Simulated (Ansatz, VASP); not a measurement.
## One calculation of Ni, two programs

File INCAR:

```
SYSTEM = Ni
ALGO = Normal
EDIFF = 1E-6
ENCUT = 520
ISIF = 2
ISMEAR = -1
ISPIN = 2
LASPH = .True.
LCHARG = .False.
LMAXMIX = 4
LORBIT = 11
LREAL = .False.
LWAVE = .False.
MAGMOM = 0.607
NBANDS = 15
NELM = 150
PREC = Accurate
SIGMA = 0.01
```

KPOINTS

```
k-points
0
Gamma
  16 16 16
  0 0 0
```

File POSCAR:

```
Ni
1.0
    0.0000000000      1.7124646296      1.7124646296
    1.7124646296      0.0000000000      1.7124646296
    1.7124646296      1.7124646296      0.0000000000
Ni
1
Direct
    0.0000000000      0.0000000000      0.0000000000
```

Input for Ansatz:

```yaml
crystal:
  lattice:
    - [0.0, 1.7124646296, 1.7124646296]
    - [1.7124646296, 0.0, 1.7124646296]
    - [1.7124646296, 1.7124646296, 0.0]
  atoms:
    - { symbol: Ni, position: [0.0, 0.0, 0.0], spin: 0.607 }
hamiltonian:
  xc: lda
  pseudopotentials:
    kind: paw
    azcp:
      Ni: "pseudopotentials/Ni.paw.azcp"
basis:
  ecutwfc: 420
  fft_grid_basis: typed
kpoints:
  mp_grid: { grid: [16, 16, 16], shift: [0, 0, 0] }
magnetization:
  spin_polarized: true
scf:
  occupations: { method: fermi_dirac, width: 0.01 }
  lower_state_search: "off"
output:
  stress: true
  write_density: true
  write_potential: true
  elf: true
  volumetric_format: npy
```

Alike in both runs: task single point; functional LDA; k mesh 16 × 16 × 16; occupations fermi-dirac, width 0.01 eV; collinear spin.

```csv
,VASP,Ansatz
version,VASP 6.6.1,Ansatz 0.2.0
potentials or method,"VASP PAW LDA potentials, release 64 (Ni), cutoff 520 eV","plane waves (420 eV) with PAW, scalar-relativistic"
valence electrons in the cell,10,18
```

Ansatz gave:

```
pressure (GPa)                                                : -0.6
net moment per atom (μB)                                      : 0.57
size of the moment on the site where the two differ most (μB) : 0.60
```

Q: Estimate VASP's values.

A: Pressure (GPa): -0.7; net moment per atom (μB): 0.57; size of the moment on the site where the two differ most (μB): 0.57.

Ansatz warns that its potentials were made for another functional, while VASP's fit it. LDA's correlation is that of Perdew and Zunger in VASP and of Perdew and Wang (1992) in Ansatz. Site moments also hang on the region over which each program counts them. VASP's potentials hold 10 valence electrons a cell and Ansatz's 18, so a difference there can come from the potentials and not from the codes.
